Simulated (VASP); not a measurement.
# AlNi (Cmmm) in VASP: a series of runs

Runs on AlNi. Level: LDA. Tasks: single point.

Everything below comes from runs of VASP 6.6.1. Logs are shortened: lines on timing, memory, paths and dates and some standing lists are left out, and cuts for length are marked.

**1. The cell of the first run**

The structure is orthorhombic, space group Cmmm (No. 65). The conventional cell has a = 3.798 Å, b = 3.827 Å, c = 3.036 Å, α = 90.00°, β = 90.00°, γ = 90.00°. Ni (site symmetry mmm) has 8 Al at 2.43 to 2.44 Å and 6 Ni at 2.70 to 3.04 Å within 3.2 Å. Within 3.2 Å of Al (site symmetry mmm) lie 8 Ni at 2.43 to 2.44 Å and 6 Al at 2.70 to 3.04 Å.

**2. Single point, LDA, collinear spin, ferromagnetic start**

Contents of INCAR:

```
SYSTEM = AlNi
PREC = Accurate
ENCUT = 520
EDIFF = 1E-6
ISMEAR = -1
SIGMA = 0.05
LREAL = .False.
LASPH = .True.
NELM = 150
ALGO = Normal
ISIF = 2
LWAVE = .False.
LCHARG = .True.
ISPIN = 2
MAGMOM = 1 0
LORBIT = 11
LMAXMIX = 4
LELF = .True.
LVHAR = .True.
NBANDS = 18
```

Contents of KPOINTS:

```
regular mesh
0
Gamma
  10 10 9
  0 0 0
```

Contents of POSCAR:

```
AlNi
1.0
    1.8991177115     -1.9133179386      0.0000000000
    1.8991177115      1.9133179386      0.0000000000
    0.0000000000      0.0000000000      3.0361586134
Ni Al
1 1
Direct
    0.5000000000      0.5000000000      0.5000000000
    0.0000000000      0.0000000000      0.0000000000
```

Potentials or basis: VASP PAW LDA potentials, release 64 (Ni, Al).

Command:

```bash
cat potpaw_LDA.64/Ni/POTCAR potpaw_LDA.64/Al/POTCAR > POTCAR
mpirun -np 1 vasp_std > vasp.out
```

OUTCAR:

```text
SYSTEM = AlNi
   PREC = Accurate
   ENCUT = 520
   EDIFF = 1E-6
   ISMEAR = -1
   LREAL = .False.
   LASPH = .True.
   NELM = 150
   ISIF = 2
   ISPIN = 2
   LORBIT = 11

 ion  position               nearest neighbor table
   1  0.500  0.500  0.500-   2 2.43   2 2.43   2 2.43   2 2.43   2 2.44   2 2.44   2 2.44   2 2.44

   2  0.000  0.000  0.000-   1 2.43   1 2.43   1 2.43   1 2.43   1 2.44   1 2.44   1 2.44   1 2.44

  LATTYP: Found a base centered orthorhombic cell.
 ALAT       =     3.7982354230
 B/A-ratio  =     1.0074772759
 C/A-ratio  =     0.7993603016

  Lattice vectors:

 A1 = (   1.8991177115,  -1.9133179386,   0.0000000000)
 A2 = (   1.8991177115,   1.9133179386,   0.0000000000)
 A3 = (   0.0000000000,   0.0000000000,   3.0361586134)

Analysis of symmetry for initial positions (statically):
=====================================================================
 Subroutine PRICEL returns:
 Original cell was already a primitive cell.

 Routine SETGRP: Setting up the symmetry group for a
 base centered orthorhombic supercell.

 Subroutine GETGRP returns: Found  8 space group operations
 (whereof  8 operations were pure point group operations)
 out of a pool of  8 trial point group operations.

The static configuration has the point symmetry D_2h.

Analysis of symmetry for dynamics (positions and initial velocities):
=====================================================================
 Subroutine PRICEL returns:
 Original cell was already a primitive cell.

 Routine SETGRP: Setting up the symmetry group for a
 base centered orthorhombic supercell.

 Subroutine GETGRP returns: Found  8 space group operations
 (whereof  8 operations were pure point group operations)
 out of a pool of  8 trial point group operations.

The dynamic configuration has the point symmetry D_2h.

Analysis of structural, dynamic, and magnetic symmetry:
=====================================================================
 Subroutine PRICEL returns:
 Original cell was already a primitive cell.

 Routine SETGRP: Setting up the symmetry group for a
 base centered orthorhombic supercell.

 Subroutine GETGRP returns: Found  8 space group operations
 (whereof  8 operations were pure point group operations)
 out of a pool of  8 trial point group operations.

The overall configuration has the point symmetry D_2h.

 Subroutine INISYM returns: Found  8 space group operations
 (whereof  8 operations are pure point group operations),
 and found     1 'primitive' translations

----------------------------------------------------------------------------------------

                                     Primitive cell

  volume of cell :      22.0645

  direct lattice vectors                    reciprocal lattice vectors
     1.899117711 -1.913317939  0.000000000     0.263280152 -0.261326144  0.000000000
     1.899117711  1.913317939  0.000000000     0.263280152  0.261326144  0.000000000
     0.000000000  0.000000000  3.036158613     0.000000000  0.000000000  0.329363557

  length of vectors
     2.695817801  2.695817801  3.036158613     0.370955243  0.370955243  0.329363557

  position of ions in fractional coordinates (direct lattice)
     0.500000000  0.500000000  0.500000000
     0.000000000  0.000000000  0.000000000

  ion indices of the primitive-cell ions
   primitive index   ion index
                 1           1
                 2           2

----------------------------------------------------------------------------------------

 KPOINTS: regular mesh

Automatic generation of k-mesh.
 Grid dimensions read from file:
 generate k-points for:   10   10    9

 Generating k-lattice:

  Cartesian coordinates                     Fractional coordinates (reciprocal lattice)
     0.026328015 -0.026132614  0.000000000     0.100000000  0.000000000  0.000000000
     0.026328015  0.026132614  0.000000000     0.000000000  0.100000000  0.000000000
     0.000000000  0.000000000  0.036595951     0.000000000  0.000000000  0.111111111

  Length of vectors
     0.037095524  0.037095524  0.036595951

  Shift w.r.t. Gamma in fractional coordinates (k-lattice)
     0.000000000  0.000000000  0.000000000

 Subroutine IBZKPT returns following result:
 ===========================================

 Found    155 irreducible k-points:

 Following reciprocal coordinates:
            Coordinates               Weight
  0.000000  0.000000  0.000000      1.000000
  0.100000  0.000000  0.000000      4.000000
  0.200000  0.000000  0.000000      4.000000
  0.300000  0.000000  0.000000      4.000000
  0.400000  0.000000  0.000000      4.000000
  0.500000  0.000000  0.000000      2.000000
[... 16 lines left out ...]
  0.300000  0.300000  0.000000      2.000000
  0.400000  0.300000  0.000000      4.000000
 [... further k-points ...]
   k-points           NKPTS =    155   k-points in BZ     NKDIM =    155   number of bands    NBANDS=     18
   number of dos      NEDOS =    301   number of ions     NIONS =      2
   total plane-waves  NPLWV =   9600
   dimension x,y,z NGX =    20 NGY =   20 NGZ =   24
   dimension x,y,z NGXF=    40 NGYF=   40 NGZF=   48
   ions per type =               1   1
   NGX,Y,Z   is equivalent  to a cutoff of  12.33, 12.33, 13.14 a.u.
   NGXF,Y,Z  is equivalent  to a cutoff of  24.67, 24.67, 26.28 a.u.
 SYSTEM =  AlNi
   PREC   = accura    normal or accurate (medium, high low for compatibility)
   ISTART =      0    job   : 0-new  1-cont  2-samecut
   ICHARG =      2    charge: 1-file 2-atom 10-const
   ISPIN  =      2    spin polarized calculation?
   LNONCOLLINEAR =      F non collinear calculations
   LSORBIT =      F    spin-orbit coupling
   LASPH  =      T    aspherical Exc in radial PAW
   ENCUT  =  520.0 eV  38.22 Ry    6.18 a.u.   5.01  5.01  5.65*2*pi/ulx,y,z
   NELM   =    150;   NELMIN=  2; NELMDL= -5     # of ELM steps
   EDIFF  = 0.1E-05   stopping-criterion for ELM
   LREAL  =      F    real-space projection
   EDIFFG = 0.1E-04   stopping-criterion for IOM
   NSW    =      0    number of steps for IOM
   IBRION =     -1    ionic relax: 0-MD 1-quasi-New 2-CG
   NFREE  =      0    steps in history (QN), initial steepest desc. (CG)
   ISIF   =      2    stress and relaxation
   ISYM   =      2    0-nonsym 1-usesym 2-fastsym
   POTIM  = 0.5000    time-step for ionic-motion
   TEBEG  =    0.0;   TEEND  =   0.0 temperature during run
   PSTRESS=    0.0 pullay stress
   NELECT =      13.0000    total number of electrons
   NUPDOWN=      -1.0000    fix difference up-down
   EMIN   =  10.00;   EMAX   =-10.00  energy-range for DOS
   EFERMI =   0.00;   METHOD = LEGACY
   ISMEAR =    -1;   SIGMA  =   0.05  broadening in eV -4-tet -1-fermi 0-gaus
   EFERMI_NEDOS =   21; number of points for ismear=-14 and -15
   IALGO  =     38    algorithm
   IMIX   =      4    mixing-type and parameters
     AMIX     =   0.40;   BMIX     =  1.00
     AMIX_MAG =   1.60;   BMIX_MAG =  1.00
  volume/ion in A,a.u.               =      11.03        74.45
  Fermi-wavevector in a.u.,A,eV,Ry     =   1.372434  2.593524 25.627593  1.883575
  Thomas-Fermi vector in A             =   2.498041
   LORBIT       =     11    0 simple, 1 ext, 2 COOP (PROOUT), +10 PAW based schemes
   GGA     = CA    functional components
   LHFCALC =     F    Hartree Fock is set to
   AEXX    =    0.0000 exact exchange contribution
   IVDW    =     0    specifies the selected vdW correction
   LEPSILON=     F    determine dielectric tensor
   LRPA    =     F    only Hartree local field effects (RPA)
 spin polarized calculation
  energy-cutoff  :      520.00
  volume of cell :       22.06
 maximum number of plane-waves:       608
   NGX = 11   NGY = 11   NGZ = 11

 number of electron      13.0000001 magnetization      -0.0012120

 number of electron      13.0000001 magnetization       0.0001251

 Free energy of the ion-electron system (eV)
  ---------------------------------------------------
  ext. energy  EPLUGINS =         0.00000000
  ---------------------------------------------------
  free energy    TOTEN  =       -12.13736627 eV

  energy without entropy =      -12.13044086  energy(sigma->0) =      -12.13390357

 E-fermi :  10.8517     XC(G=0): -12.6968

 val. band max:       10.8423741634   @ k =   0.4000   0.2000   0.1111
 cond. band min:      10.8558232068   @ k =  -0.4000   0.2000   0.1111
 fundamental gap:      0.0134490434
 Fermi energy:        10.8517491814

 spin component 1

 k-point     1 :       0.0000    0.0000    0.0000
  band No.  band energies     occupation
      1      -0.8405      1.00000
      2       7.1013      1.00000
      3       7.2470      1.00000
      4       9.0299      1.00000
      5       9.0511      1.00000
      6       9.3787      1.00000
[... 10 lines left out ...]
     17      35.1362      0.00000
     18      35.1414      0.00000

 k-point     2 :       0.1000    0.0000    0.0000
  band No.  band energies     occupation
      1      -0.6305      1.00000
      2       7.1588      1.00000
      3       7.2694      1.00000
      4       8.8868      1.00000
      5       9.0541      1.00000
      6       9.2931      1.00000
[... 10 lines left out ...]
     17      34.6944      0.00000
     18      35.5977      0.00000

 k-point     3 :       0.2000    0.0000    0.0000
  band No.  band energies     occupation
      1      -0.0082      1.00000
      2       7.2008      1.00000
      3       7.3544      1.00000
      4       8.5406      1.00000
      5       9.0809      1.00000
      6       9.0877      1.00000
[... 412 lines left out ...]
 k-point    23 :       0.3000    0.3000    0.0000
  band No.  band energies     occupation
      1       2.7357      1.00000
      2       7.0628      1.00000
      3       7.7339      1.00000
      4       8.2771      1.00000
      5       8.4731      1.00000
      6       8.5214      1.00000
[... 10 lines left out ...]
     17      34.3568      0.00000
     18      36.7861      0.00000

 k-point    24 :       0.4000    0.3000    0.0000
  band No.  band energies     occupation
      1       3.9356      1.00000
      2       6.4298      1.00000
      3       7.9932      1.00000
      4       8.1259      1.00000
      5       8.4588      1.00000
      6       8.5179      1.00000
[... 10 lines left out ...]
     17      34.7788      0.00000
     18      36.0739      0.00000

 [... further k-points ...]

 spin component 2

 k-point     1 :       0.0000    0.0000    0.0000
  band No.  band energies     occupation
      1      -0.8405      1.00000
      2       7.1013      1.00000
      3       7.2471      1.00000
      4       9.0299      1.00000
      5       9.0511      1.00000
      6       9.3787      1.00000
[... 10 lines left out ...]
     17      35.1362      0.00000
     18      35.1413      0.00000

 k-point     2 :       0.1000    0.0000    0.0000
  band No.  band energies     occupation
      1      -0.6305      1.00000
      2       7.1588      1.00000
      3       7.2695      1.00000
      4       8.8868      1.00000
      5       9.0541      1.00000
      6       9.2931      1.00000
[... 10 lines left out ...]
     17      34.6943      0.00000
     18      35.5982      0.00000

 k-point     3 :       0.2000    0.0000    0.0000
  band No.  band energies     occupation
      1      -0.0082      1.00000
      2       7.2008      1.00000
      3       7.3544      1.00000
      4       8.5406      1.00000
      5       9.0809      1.00000
      6       9.0877      1.00000
[... 412 lines left out ...]
 k-point    23 :       0.3000    0.3000    0.0000
  band No.  band energies     occupation
      1       2.7357      1.00000
      2       7.0627      1.00000
      3       7.7339      1.00000
      4       8.2771      1.00000
      5       8.4730      1.00000
      6       8.5214      1.00000
[... 10 lines left out ...]
     17      34.3568      0.00000
     18      36.7861      0.00000

 k-point    24 :       0.4000    0.3000    0.0000
  band No.  band energies     occupation
      1       3.9355      1.00000
      2       6.4298      1.00000
      3       7.9932      1.00000
      4       8.1259      1.00000
      5       8.4588      1.00000
      6       8.5179      1.00000
[... 10 lines left out ...]
     17      34.7788      0.00000
     18      36.0738      0.00000

 [... further k-points ...]

------------------------ aborting loop because EDIFF is reached ----------------------------------------

  FORCE on cell =-STRESS in cart. coord.  units (eV):
  Direction    XX          YY          ZZ          XY          YZ          ZX
  --------------------------------------------------------------------------------------
  -------------------------------------------------------------------------------------
  Total        1.4833083      1.2228839      0.1748562     -0.0000000      0.0000000      0.0000000
  in kB      107.7081425     88.7978270     12.6969112     -0.0000000      0.0000000      0.0000000
  external PRESSURE =      69.7342936 kB  Pullay stress =       0.0000000 kB

 VOLUME and BASIS-vectors are now :
 -----------------------------------------------------------------------------
  energy-cutoff  :      520.00
  volume of cell :       22.06
      direct lattice vectors                 reciprocal lattice vectors
     1.899117711 -1.913317939  0.000000000     0.263280152 -0.261326144  0.000000000
     1.899117711  1.913317939  0.000000000     0.263280152  0.261326144  0.000000000
     0.000000000  0.000000000  3.036158613     0.000000000  0.000000000  0.329363557

 POSITION                                       TOTAL-FORCE (eV/Angst)
 -----------------------------------------------------------------------------------
      1.89912      0.00000      1.51808         0.000000      0.000000      0.000000
      0.00000      0.00000      0.00000         0.000000     -0.000000      0.000000
 -----------------------------------------------------------------------------------
    total drift:                                0.000000      0.000000      0.000000

  FREE ENERGIE OF THE ION-ELECTRON SYSTEM (eV)
  ---------------------------------------------------
  free  energy   TOTEN  =       -12.1373662719 eV

  energy  without entropy=      -12.1304408629  energy(sigma->0) =      -12.13390357

 total charge

# of ion       s       p       d       tot
------------------------------------------
    1        0.518   0.589   8.530   9.636
    2        0.400   0.458   0.000   0.858
--------------------------------------------------
tot          0.918   1.047   8.530  10.495

 magnetization (x)

# of ion       s       p       d       tot
------------------------------------------
    1       -0.000  -0.000   0.000   0.000
    2        0.000   0.000   0.000   0.000
--------------------------------------------------
tot          0.000  -0.000   0.000   0.000
```

Run time: 2.7 min. Hardware: 1 thread of Intel Xeon 8259CL, shared host; peak memory 0.2 GiB.

What came out:

| Quantity | Value |
| --- | --- |
| Free energy | -12.1374 eV |
| Pressure | 7.0 GPa |
| Net moment | 0.00 μB per cell |
| Valence electrons inside the program's atomic spheres | Ni 9.64; Al 0.86 |

Caveat: the stress differs along the axes, from 1 to 11 GPa; the moments typed at the start vanished in this run.

**3. Single point, LDA, collinear spin, ferromagnetic start**

This run uses another cell than the first one, of 11.27 Å³/atom.

Contents of INCAR:

```
ALGO = Fast
EDIFF = 1E-6
ENCUT = 520
GGA = CA
ISIF = 2
ISMEAR = -1
ISPIN = 2
LASPH = True
LCHARG = False
LMAXMIX = 4
LORBIT = 11
LREAL = False
LWAVE = False
MAGMOM = 1 0
NBANDS = 18
NELM = 150
PREC = Accurate
SIGMA = 0.05
```

Contents of KPOINTS:

```
k-points
0
Gamma
  10 10 9
```

Contents of POSCAR:

```
AlNi
1.0
    1.9124922205     -1.9267924526      0.0000000000
    1.9124922205      1.9267924526      0.0000000000
    0.0000000000      0.0000000000      3.0575407166
Ni Al
1 1
Direct
    0.5000000000      0.5000000000      0.5000000000
    0.0000000000      0.0000000000      0.0000000000
```

Potentials or basis: VASP PAW LDA potentials, release 64 (Ni, Al).

Command:

```bash
cat potpaw_LDA.64/Ni/POTCAR potpaw_LDA.64/Al/POTCAR > POTCAR
mpirun -np 1 vasp_std > vasp.out
```

It took 2.7 min on 1 thread of Intel Xeon 8259CL, shared host; peak memory 0.2 GiB.

It converged, with:

```
Free energy                                           : -12.1514 eV
Pressure                                              : 2.8 GPa
Net moment                                            : 0.00 μB per cell
Valence electrons inside the program's atomic spheres : Ni 9.60; Al 0.84
```

Stress tensor (GPa, compression positive):
```
 6.34  0.00  0.00
 0.00  4.56  0.00
 0.00  0.00 -2.65
```

Levels at points of the mesh, in eV from the Fermi level:
Spin up:
```csv
k point,band 3,band 4,band 5,band 6,band 7,band 8,band 9,band 10,band 11,band 12
"(0.00, 0.00, 0.00)",-3.49,-1.77,-1.75,-1.43,3.03,7.23,7.28,7.41,8.87,15.21
"(0.50, 0.00, 0.00)",-2.98,-2.92,-2.20,-1.63,-0.37,7.93,8.06,9.70,11.85,13.11
"(0.50, 0.50, 0.00)",-2.61,-2.60,-2.47,-2.35,-0.90,2.33,3.54,11.07,13.86,13.99
```
Spin down:
| k point | band 4 | band 5 | band 6 | band 7 | band 8 | band 9 | band 10 | band 11 |
| --- | --- | --- | --- | --- | --- | --- | --- | --- |
| (0.00, 0.00, 0.00) | -1.77 | -1.75 | -1.43 | 3.03 | 7.23 | 7.28 | 7.41 | 8.87 |
| (0.50, 0.00, 0.00) | -2.92 | -2.20 | -1.63 | -0.37 | 7.93 | 8.06 | 9.70 | 11.85 |
| (0.50, 0.50, 0.00) | -2.60 | -2.47 | -2.35 | -0.90 | 2.33 | 3.54 | 11.07 | 13.86 |

Caveat: the stress differs along the axes, from -3 to 6 GPa; the moments typed at the start vanished in this run.

[end of part 1 of 3]
